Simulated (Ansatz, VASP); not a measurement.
## One calculation of TaN, two programs

File INCAR:

```
SYSTEM = TaN
ALGO     = Normal         ! electronic algorithm
EDIFF    = 1E-6           ! SCF threshold, eV
ENCUT    = 600            ! plane-wave cutoff, eV
GGA      = PE             ! functional
GGA_COMPAT= .FALSE.      
ISIF     = 2              ! what is computed and relaxed
ISMEAR   = -1             ! smearing method
LASPH    = .TRUE.         ! aspherical terms in the spheres
LCHARG   = .FALSE.        ! write CHGCAR
LREAL    = .FALSE.        ! projectors in reciprocal space
LWAVE    = .FALSE.        ! write WAVECAR
NBANDS   = 16             ! bands
NELM     = 120            ! most SCF steps
PREC     = Accurate       ! precision mode
SIGMA    = 0.05           ! smearing width, eV
```

File KPOINTS:

```
k-points
0
G
  11 11 11
  0 0 0
```

The input POSCAR:

```
TaN
1.0
    0.0000000000      2.1790000000      2.1790000000
    2.1790000000      0.0000000000      2.1790000000
    2.1790000000      2.1790000000      0.0000000000
Ta N
1 1
Direct
    0.5000000000      0.5000000000      0.5000000000
    0.0000000000      0.0000000000      0.0000000000
```

Input for Ansatz:

```yaml
crystal:
  lattice:
    - [0.0, 2.179, 2.179]
    - [2.179, 0.0, 2.179]
    - [2.179, 2.179, 0.0]
  atoms:
    - { symbol: Ta, position: [0.5, 0.5, 0.5] }
    - { symbol: "N", position: [0.0, 0.0, 0.0] }
basis:
  ecutwfc: 489.804952427784
kpoints:
  mp_grid:
    grid: [11, 11, 11]
hamiltonian:
  pseudopotentials:
    kind: paw
scf:
  occupations:
    method: fermi_dirac
    width: 0.05
output:
  stress: true
```

Alike in both runs: task single point; functional PBE; k mesh 11 × 11 × 11; occupations fermi-dirac, width 0.05 eV; no spin polarisation.

|  | VASP | Ansatz |
| --- | --- | --- |
| version | VASP 6.6.1 | Ansatz 0.2.0 |
| potentials or method | VASP PAW PBE potentials, release 64 (Ta_sv_GW, N), cutoff 600 eV | plane waves, PAW |
| valence electrons in the cell | 18 | 18 |

VASP gave:

- pressure (GPa): 14.7

Question: Which values does Ansatz return?

Answer: Pressure (GPa): 14.6.

The functional is the same, so the differences come from potentials, cutoffs and numerics.

Spin-orbit coupling is off throughout.
